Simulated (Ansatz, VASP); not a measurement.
## One calculation of AsHF, two programs

```
CELL_PARAMETERS angstrom
3.11327 0.00000 0.00000
0.00000 3.11327 0.00000
0.00000 0.00000 3.39002
ATOMIC_POSITIONS crystal
H 0.50000 0.50000 0.50000
As 0.50000 0.50000 0.00000
F 0.00000 0.00000 0.50000
```

Alike in both runs: task relaxation of cell and atoms; functional PBE; k mesh 6 × 6 × 6; occupations gaussian, width 0.1 eV; no spin polarisation.

|  | VASP | Ansatz |
| --- | --- | --- |
| version | VASP 6.6.1 | Ansatz 0.2.0 |
| potentials or method | VASP PAW PBE potentials, release 64 (H, As, F), cutoff 600 eV | scalar-relativistic, plane waves, PAW |
| valence electrons in the cell | 13 | 23 |

```csv
,VASP,Ansatz,Ansatz less VASP
"gap on the k mesh at the Fermi level, each at its own relaxed structure (eV)",none,none,-
relaxed volume (Å³/atom),10.82,10.85,+0.032
relaxed length of the cell vector where the two differ most in proportion (Å),3.084,3.090,+0.0060
```

A gap of «none» marks a metal or a gap that the smearing closes. VASP's potentials hold 13 valence electrons a cell and Ansatz's 23, so a difference there can come from the potentials and not from the codes.
